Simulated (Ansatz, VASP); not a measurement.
**Two plane-wave programs on MgO**

```xyz
4
Lattice="3.8562 0.0000 0.0000 -1.9281 3.3396 0.0000 0.0000 0.0000 3.8586" Properties=species:S:1:pos:R:3 pbc="T T T"
Mg    1.9281    1.1132    2.8939
Mg    0.0000    2.2264    0.9646
O     1.9281    1.1132    0.9646
O     0.0000    2.2264    2.8939
```

Alike in both runs: task single point; functional PBEsol; k mesh 9 × 9 × 6; occupations gaussian, width 0.05 eV; no spin polarisation.

|  | VASP | Ansatz |
| --- | --- | --- |
| version | VASP 6.6.1 | Ansatz 0.2.0 |
| potentials or method | VASP PAW PBE potentials, release 64 (Mg, O), cutoff 520 eV | scalar-relativistic, plane waves, PAW |
| valence electrons in the cell | 16 | 32 |

Ansatz gave:

- gap on the k mesh at the Fermi level (eV): 2.83
- least direct gap on the mesh (eV): 3.08
- pressure (GPa): -3.5
- traceless stress, the component that is largest in VASP (GPa): 17.55

Task: Which values does VASP return?

Result: gap on the k mesh at the Fermi level (eV): 2.82; least direct gap on the mesh (eV): 3.07; pressure (GPa): -4.0; traceless stress, the component that is largest in VASP (GPa): 17.69.

VASP's potentials were made for PBE, not for PBEsol, and Ansatz warns of the same on its side. With one functional, cell and mesh, what is left measures potentials, basis and numerics. VASP's potentials hold 16 valence electrons a cell and Ansatz's 32, so a difference there can come from the potentials and not from the codes.
